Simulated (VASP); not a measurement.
## ZnSe: vibrations by perturbation theory with PBEsol

ZnSe:

```
Zn Se
1.0
     0.00000    2.83525    2.83525
     2.83525    0.00000    2.83525
     2.83525    2.83525    0.00000
Zn Se
1 1
Cartesian
  0.0000 0.0000 0.0000
  4.2529 4.2529 4.2529
```

This cell differs from its parent crystal: phonons at volume x 1.02.

```
Program                : VASP 6.6.1
Task                   : vibrations by perturbation theory
Functional             : PBEsol
Potentials or basis    : VASP PAW PBE potentials, release 64 (Zn, Se)
Cutoff                 : 520 eV
k mesh                 : 8 × 8 × 8
Occupations            : gaussian, width 0.01 eV
Spin                   : no spin polarisation
Dipole correction      : no
Further INCAR settings : ALGO = Normal; EDIFF = 1e-08; NBANDS = 16; IBRION = 8; NSW = 1
```

```json
{
 "Electronic dielectric tensor (diagonal)": "8.23",
 "Born charges (mean of the diagonal)": "Zn +2.09; Se -2.09 e",
 "Highest phonon frequency at Γ, LO-TO splitting left out": "204 cm⁻¹"
}
```

Phonon frequencies in cm⁻¹ (negative: imaginary):
```
              q point           frequencies
(0.000, 0.000, 0.000)  -1 -1 -1 204 204 204
```

Electronic dielectric tensor:
```
8.23 0.00 0.00
0.00 8.23 0.00
0.00 0.00 8.23
```

Born effective charge tensors (e):
atom 1, Zn
```
2.09 0.00 0.00
0.00 2.09 0.00
0.00 0.00 2.09
```
atom 2, Se
```
-2.09  0.00  0.00
 0.00 -2.09  0.00
 0.00  0.00 -2.09
```

Run time: 11 min on 1 thread of Intel(R) Xeon(R) Platinum 8259CL CPU @ 2.50GHz (Skylake/Cascade Lake), with other jobs on the host, peak memory 0.32 GiB.

Caveat: the cell differs from its parent crystal (phonons at volume x 1.02).
